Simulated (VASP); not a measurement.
# H9O4F in VASP: a series of runs

Runs on H9O4F. Level: PBE. Tasks: single point.

All numbers are computed with VASP 6.6.1; they aren't measurements. Logs are shortened: lines on timing, memory, paths and dates and some standing lists are left out, and cuts for length are marked.

## (1) The cell of the first run

The cell holds a disordered packing, 14 atoms: a = 5.533 Å, b = 5.533 Å, c = 5.533 Å, α = 90.00°, β = 90.00°, γ = 90.00°.

## (2) Single point, PBE

INCAR reads:

```
PREC = Accurate ; ENCUT = 520
EDIFF = 1E-6 ; ISMEAR = -1
SIGMA = 0.02 ; LREAL = False
LASPH = True ; NELM = 80
ALGO = Normal ; ISIF = 2
LWAVE = False ; LCHARG = False
GGA = PE ; NBANDS = 33
```

KPOINTS reads:

```
regular mesh
0
Gamma
  1 1 1
```

POSCAR reads:

```
H9O4F
1.0
    5.5331330000      0.0000000000      0.0000000000
    0.0000000000      5.5331330000      0.0000000000
    0.0000000000      0.0000000000      5.5331330000
O H F
4 9 1
Direct
    0.3968719657      0.3884126233      0.6038296480
   -0.0619482253      0.0293785240      0.1734568703
    0.5267052465      0.0305634157     -0.0879195469
    0.7402196404      0.7533053374      0.5560289877
    0.5206830794      0.5158168817      0.5744054726
    0.4690263405      0.2684099545      0.7162086588
   -0.1057455539     -0.0581043669      0.3240701494
   -0.0157506521      0.1908745120      0.2225733453
    0.6675297717      0.0372304778      0.0242895757
    0.3842514034     -0.0139395579      0.0052036752
    0.6545844184      0.8568871619      0.6739805072
    0.8639280738      0.6717711578      0.6576060581
    0.1989311108      0.4668736136      0.7354147523
    0.0471154807      0.5125379652      0.8351159464
```

Potentials or basis: VASP PAW PBE potentials, release 64 (O, H, F).

Run with:

```console
$ cat potpaw_PBE.64/O/POTCAR potpaw_PBE.64/H/POTCAR potpaw_PBE.64/F/POTCAR > POTCAR
$ mpirun -np 1 vasp_gam > vasp.out
```

OUTCAR:

```text
PREC = Accurate
   ENCUT = 520
   EDIFF = 1E-6
   ISMEAR = -1
   LREAL = False
   LASPH = True
   NELM = 80
   ISIF = 2
   GGA = PE

 ion  position               nearest neighbor table
   1  0.397  0.388  0.604-   6 0.99   5 1.00  13 1.38
   2  0.938  0.029  0.173-   8 0.97   7 0.99
   3  0.527  0.031  0.912-  10 0.97   9 1.00
   4  0.740  0.753  0.556-  11 0.99  12 0.99
   5  0.521  0.516  0.574-   1 1.00
   6  0.469  0.268  0.716-   1 0.99
   7  0.894  0.942  0.324-   2 0.99
   8  0.984  0.191  0.223-   2 0.97
   9  0.668  0.037  0.024-   3 1.00
  10  0.384  0.986  0.005-   3 0.97
  11  0.655  0.857  0.674-   4 0.99
  12  0.864  0.672  0.658-   4 0.99
  13  0.199  0.467  0.735-  14 1.04   1 1.38
  14  0.047  0.513  0.835-  13 1.04

  LATTYP: Found a simple cubic cell.
 ALAT       =     5.5331330000

  Lattice vectors:

 A1 = (   5.5331330000,   0.0000000000,   0.0000000000)
 A2 = (   0.0000000000,   5.5331330000,   0.0000000000)
 A3 = (   0.0000000000,   0.0000000000,   5.5331330000)

Analysis of symmetry for initial positions (statically):
=====================================================================
 Subroutine PRICEL returns:
 Original cell was already a primitive cell.

 Routine SETGRP: Setting up the symmetry group for a
 simple cubic supercell.

 Subroutine GETGRP returns: Found  1 space group operations
 (whereof  1 operations were pure point group operations)
 out of a pool of 48 trial point group operations.

The static configuration has the point symmetry C_1 .

Analysis of symmetry for dynamics (positions and initial velocities):
=====================================================================
 Subroutine PRICEL returns:
 Original cell was already a primitive cell.

 Routine SETGRP: Setting up the symmetry group for a
 simple cubic supercell.

 Subroutine GETGRP returns: Found  1 space group operations
 (whereof  1 operations were pure point group operations)
 out of a pool of 48 trial point group operations.

The dynamic configuration has the point symmetry C_1 .

 Subroutine INISYM returns: Found  1 space group operations
 (whereof  1 operations are pure point group operations),
 and found     1 'primitive' translations

----------------------------------------------------------------------------------------

                                     Primitive cell

  volume of cell :     169.4000

  direct lattice vectors                    reciprocal lattice vectors
     5.533133000  0.000000000  0.000000000     0.180729435  0.000000000  0.000000000
     0.000000000  5.533133000  0.000000000     0.000000000  0.180729435  0.000000000
     0.000000000  0.000000000  5.533133000     0.000000000  0.000000000  0.180729435

  length of vectors
     5.533133000  5.533133000  5.533133000     0.180729435  0.180729435  0.180729435

  position of ions in fractional coordinates (direct lattice)
     0.396871966  0.388412623  0.603829648
     0.938051775  0.029378524  0.173456870
     0.526705247  0.030563416  0.912080453
     0.740219640  0.753305337  0.556028988
     0.520683079  0.515816882  0.574405473
     0.469026341  0.268409955  0.716208659
     0.894254446  0.941895633  0.324070149
     0.984249348  0.190874512  0.222573345
     0.667529772  0.037230478  0.024289576
     0.384251403  0.986060442  0.005203675
     0.654584418  0.856887162  0.673980507
     0.863928074  0.671771158  0.657606058
     0.198931111  0.466873614  0.735414752
     0.047115481  0.512537965  0.835115946

  ion indices of the primitive-cell ions
   primitive index   ion index
                 1           1
                 2           2
                 3           3
                 4           4
                 5           5
                 6           6
                 7           7
                 8           8
                 9           9
                10          10
                11          11
                12          12
                13          13
                14          14

----------------------------------------------------------------------------------------

 KPOINTS: regular mesh

Automatic generation of k-mesh.
 Grid dimensions read from file:
 generate k-points for:    1    1    1

 Generating k-lattice:

  Cartesian coordinates                     Fractional coordinates (reciprocal lattice)
     0.180729435  0.000000000  0.000000000     1.000000000  0.000000000  0.000000000
     0.000000000  0.180729435  0.000000000     0.000000000  1.000000000  0.000000000
     0.000000000  0.000000000  0.180729435     0.000000000  0.000000000  1.000000000

  Length of vectors
     0.180729435  0.180729435  0.180729435

  Shift w.r.t. Gamma in fractional coordinates (k-lattice)
     0.000000000  0.000000000  0.000000000

 Subroutine IBZKPT returns following result:
 ===========================================

 Found      1 irreducible k-points:

 Following reciprocal coordinates:
            Coordinates               Weight
  0.000000  0.000000  0.000000      1.000000
   k-points           NKPTS =      1   k-points in BZ     NKDIM =      1   number of bands    NBANDS=     33
   number of dos      NEDOS =    301   number of ions     NIONS =     14
   total plane-waves  NPLWV =  74088
   dimension x,y,z NGX =    42 NGY =   42 NGZ =   42
   dimension x,y,z NGXF=    84 NGYF=   84 NGZF=   84
   ions per type =               4   9   1
   NGX,Y,Z   is equivalent  to a cutoff of  12.62, 12.62, 12.62 a.u.
   NGXF,Y,Z  is equivalent  to a cutoff of  25.24, 25.24, 25.24 a.u.
 SYSTEM =  unknown system
   PREC   = accura    normal or accurate (medium, high low for compatibility)
   ISTART =      0    job   : 0-new  1-cont  2-samecut
   ICHARG =      2    charge: 1-file 2-atom 10-const
   ISPIN  =      1    spin polarized calculation?
   LNONCOLLINEAR =      F non collinear calculations
   LSORBIT =      F    spin-orbit coupling
   LASPH  =      T    aspherical Exc in radial PAW
   ENCUT  =  520.0 eV  38.22 Ry    6.18 a.u.  10.29 10.29 10.29*2*pi/ulx,y,z
   NELM   =     80;   NELMIN=  2; NELMDL= -5     # of ELM steps
   EDIFF  = 0.1E-05   stopping-criterion for ELM
   LREAL  =      F    real-space projection
   EDIFFG = 0.1E-04   stopping-criterion for IOM
   NSW    =      0    number of steps for IOM
   IBRION =     -1    ionic relax: 0-MD 1-quasi-New 2-CG
   NFREE  =      0    steps in history (QN), initial steepest desc. (CG)
   ISIF   =      2    stress and relaxation
   ISYM   =      2    0-nonsym 1-usesym 2-fastsym
   POTIM  = 0.5000    time-step for ionic-motion
   TEBEG  =    0.0;   TEEND  =   0.0 temperature during run
   PSTRESS=    0.0 pullay stress
   NELECT =      40.0000    total number of electrons
   NUPDOWN=      -1.0000    fix difference up-down
   EMIN   =  10.00;   EMAX   =-10.00  energy-range for DOS
   EFERMI =   0.00;   METHOD = LEGACY
   ISMEAR =    -1;   SIGMA  =   0.02  broadening in eV -4-tet -1-fermi 0-gaus
   EFERMI_NEDOS =   21; number of points for ismear=-14 and -15
   IALGO  =     38    algorithm
   IMIX   =      4    mixing-type and parameters
     AMIX     =   0.40;   BMIX     =  1.00
     AMIX_MAG =   1.60;   BMIX_MAG =  1.00
  volume/ion in A,a.u.               =      12.10        81.65
  Fermi-wavevector in a.u.,A,eV,Ry     =   1.011868  1.912153 13.930681  1.023876
  Thomas-Fermi vector in A             =   2.144943
   LORBIT       =      0    0 simple, 1 ext, 2 COOP (PROOUT), +10 PAW based schemes
   GGA     = PE    functional components
   LHFCALC =     F    Hartree Fock is set to
   AEXX    =    0.0000 exact exchange contribution
   IVDW    =     0    specifies the selected vdW correction
   LEPSILON=     F    determine dielectric tensor
   LRPA    =     F    only Hartree local field effects (RPA)
 non-spin polarized calculation
  energy-cutoff  :      520.00
  volume of cell :      169.40
 maximum number of plane-waves:      2277
 NGX is ok and might be reduce to    42
   NGX = 21   NGY = 21   NGZ = 21

 number of electron      39.9999996 magnetization

 Free energy of the ion-electron system (eV)
  ---------------------------------------------------
  ext. energy  EPLUGINS =         0.00000000
  ---------------------------------------------------
  free energy    TOTEN  =       -67.28904728 eV

  energy without entropy =      -67.28904728  energy(sigma->0) =      -67.28904728

 E-fermi :  -4.2679     XC(G=0):  -6.1430

 val. band max:       -4.8085276641   @ k =   0.0000   0.0000   0.0000
 cond. band min:       0.5645487208   @ k =   0.0000   0.0000   0.0000
 fundamental gap:      5.3730763849
 Fermi energy:        -4.2678719991

 k-point     1 :       0.0000    0.0000    0.0000
  band No.  band energies     occupation
      1     -25.8689      2.00000
      2     -23.2263      2.00000
      3     -22.7634      2.00000
      4     -22.5580      2.00000
      5     -22.4135      2.00000
      6     -10.9743      2.00000
[... 24 lines left out ...]
     31       8.2669      0.00000
     32       8.4075      0.00000
 [bands above 32 left out]

------------------------ aborting loop because EDIFF is reached ----------------------------------------

  FORCE on cell =-STRESS in cart. coord.  units (eV):
  Direction    XX          YY          ZZ          XY          YZ          ZX
  --------------------------------------------------------------------------------------
  -------------------------------------------------------------------------------------
  Total       -0.4972405      0.6918651     -0.0450402     -0.5574040      0.4472404      0.5165042
  in kB       -4.7028788      6.5436290     -0.4259879     -5.2719016      4.2299797      4.8850737
  external PRESSURE =       0.4715874 kB  Pullay stress =       0.0000000 kB

 VOLUME and BASIS-vectors are now :
 -----------------------------------------------------------------------------
  energy-cutoff  :      520.00
  volume of cell :      169.40
      direct lattice vectors                 reciprocal lattice vectors
     5.533133000  0.000000000  0.000000000     0.180729435  0.000000000  0.000000000
     0.000000000  5.533133000  0.000000000     0.000000000  0.180729435  0.000000000
     0.000000000  0.000000000  5.533133000     0.000000000  0.000000000  0.180729435

 POSITION                                       TOTAL-FORCE (eV/Angst)
 -----------------------------------------------------------------------------------
      2.19595      2.14914      3.34107        -0.142157      0.071758      0.022461
      5.19037      0.16256      0.95976        -0.103785     -0.153543      0.165789
      2.91433      0.16911      5.04666        -0.139399      0.054988     -0.251360
      4.09573      4.16814      3.07658        -0.001036     -0.057398     -0.071459
      2.88101      2.85408      3.17826         0.032845      0.060470     -0.030205
      2.59519      1.48515      3.96288         0.052324     -0.151720      0.070997
      4.94803      5.21163      1.79312        -0.069542     -0.074922     -0.067258
      5.44598      1.05613      1.23153         0.052103      0.225384      0.028242
      3.69353      0.20600      0.13440         0.267883      0.030068      0.129827
      2.12611      5.45600      0.02879        -0.064370     -0.052336     -0.010148
      3.62190      4.74127      3.72922        -0.092735      0.113779      0.093753
      4.78023      3.71700      3.63862         0.071280     -0.062500      0.009548
      1.10071      2.58327      4.06915         0.192901     -0.055296     -0.145154
      0.26070      2.83594      4.62081        -0.056313      0.051269      0.054967
 -----------------------------------------------------------------------------------
    total drift:                                0.000196      0.000006     -0.000423

  FREE ENERGIE OF THE ION-ELECTRON SYSTEM (eV)
  ---------------------------------------------------
  free  energy   TOTEN  =       -67.2890472756 eV

  energy  without entropy=      -67.2890472756  energy(sigma->0) =      -67.28904728
```

Run time: 29 s. Hardware: 1 thread of Intel Xeon 8259CL, shared host; peak memory 0.23 GiB.

What came out:

- Free energy: -67.2890 eV
- Pressure: 0.0 GPa
- Largest force: 0.299 eV/Å

Forces on the atoms (eV/Å):
```
O   -0.142  0.072  0.022
O   -0.104 -0.154  0.166
O   -0.139  0.055 -0.251
O   -0.001 -0.057 -0.071
H    0.033  0.060 -0.030
H    0.052 -0.152  0.071
H   -0.070 -0.075 -0.067
H    0.052  0.225  0.028
H    0.268  0.030  0.130
H   -0.064 -0.052 -0.010
H   -0.093  0.114  0.094
H    0.071 -0.062  0.010
H    0.193 -0.055 -0.145
F   -0.056  0.051  0.055
```

Caveat: the k points lie up to 1.14 Å⁻¹ apart, too coarse for converged energies, forces and pressures.

## (3) Single point, PBE

INCAR reads:

```
PREC = Accurate
ENCUT = 520
EDIFF = 1E-6
ISMEAR = -1
SIGMA = 0.02
LREAL = F
LASPH = T
NELM = 80
ALGO = Normal
ISIF = 2
LWAVE = F
LCHARG = T
GGA = PE
LELF = T
LVHAR = T
NBANDS = 33
```

KPOINTS is that of step 2.

POSCAR reads:

```
H9O4F
1.0
    5.5331330000      0.0000000000      0.0000000000
    0.0000000000      5.5331330000      0.0000000000
    0.0000000000      0.0000000000      5.5331330000
O H F
4 9 1
Direct
    0.3954902223      0.3648023642      0.5869549855
   -0.0208742497      0.0354952610      0.1587888815
    0.4900659355      0.0123438204     -0.1136065227
    0.7732147411      0.7653168648      0.5374893392
    0.4651252735      0.5286878157      0.5910575437
    0.4719749191      0.2250442923      0.7078810504
   -0.0511102842     -0.0939612332      0.2875586038
   -0.0454173070      0.1917900763      0.2290926316
    0.6279986402      0.0885754960     -0.0082593352
    0.3922009466     -0.0375013577      0.0328023924
    0.6220526418      0.8201501753      0.5904611366
    0.8714592619      0.7138631947      0.6955553029
    0.1880309040      0.4188404652      0.6992783293
    0.0620263420      0.4677277774      0.8174934526
```

Potentials or basis: VASP PAW PBE potentials, release 64 (O, H, F).

Run with:

```console
$ cat potpaw_PBE.64/O/POTCAR potpaw_PBE.64/H/POTCAR potpaw_PBE.64/F/POTCAR > POTCAR
$ mpirun -np 1 vasp_gam > vasp.out
```

It took 30 s on 1 thread of Intel Xeon 8259CL, shared host; peak memory 0.23 GiB.

It converged, with:

```yaml
Free_energy: -65.6450 eV
Pressure: -1.7 GPa
Largest_force: 3.839 eV/Å
```

Forces in eV/Å, atoms in the order of the input:
```
O    0.731 -1.358  0.353
O   -0.098 -1.883  0.217
O    1.498  0.708  3.140
O    3.230 -1.648  1.260
H    0.760 -1.112  0.151
H   -1.163  2.102 -1.108
H   -0.213  1.530 -0.724
H    0.110  0.479  0.586
H   -0.698 -1.155 -1.649
H   -0.399  0.402 -1.621
H   -1.470  1.176  1.008
H   -1.424  0.432 -2.328
H    0.888 -0.515 -0.429
F   -1.752  0.842  1.144
```

Stress tensor (GPa, compression positive):
```
 0.91 -0.47 -3.98
-0.47 -2.49  3.13
-3.98  3.13 -3.63
```

Levels at points of the mesh, in eV from the Fermi level:
| k point | band 18 | band 19 | band 20 | band 21 | band 22 | band 23 |
| --- | --- | --- | --- | --- | --- | --- |
| (0.00, 0.00, 0.00) | -0.92 | -0.74 | -0.52 | 4.00 | 7.68 | 8.14 |

Caveat: the k points lie up to 1.14 Å⁻¹ apart, too coarse for converged energies, forces and pressures.
